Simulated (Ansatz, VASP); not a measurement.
## Al2O3: VASP beside Ansatz

```
Al O
1.0
     4.30242    0.00000    0.00000
    -2.15121    3.72600    0.00000
     0.00000    0.00000    4.30806
Al O
2 3
Direct
  0.00000 0.00000 0.50000
  0.00000 0.00000 0.00000
  0.50000 0.00000 0.50000
  0.00000 0.50000 0.50000
  0.50000 0.50000 0.50000
```

Alike in both runs: task single point; functional PBE; k mesh 6 × 6 × 4; occupations gaussian, width 0.1 eV; collinear spin.

|  | VASP | Ansatz |
| --- | --- | --- |
| version | VASP 6.6.1 | Ansatz 0.2.0 |
| potentials or method | VASP PAW PBE potentials, release 64 (Al, O), cutoff 520 eV | scalar-relativistic, plane waves, PAW |
| valence electrons in the cell | 24 | 24 |

```tsv
	VASP	Ansatz	Ansatz less VASP
gap on the k mesh at the Fermi level (eV)	none	none	-
pressure (GPa)	9.3	9.4	+0.13
traceless stress, the component that is largest in VASP (GPa)	33.75	33.78	+0.028
net moment per atom (μB)	0.00	0.00	0.000
```

A gap of «none» marks a metal or a gap that the smearing closes. The functional is the same, so the differences come from potentials, cutoffs and numerics. Ansatz's warnings: seeded moment not kept.

The k mesh is coarse, so the values compare programs but aren't converged.
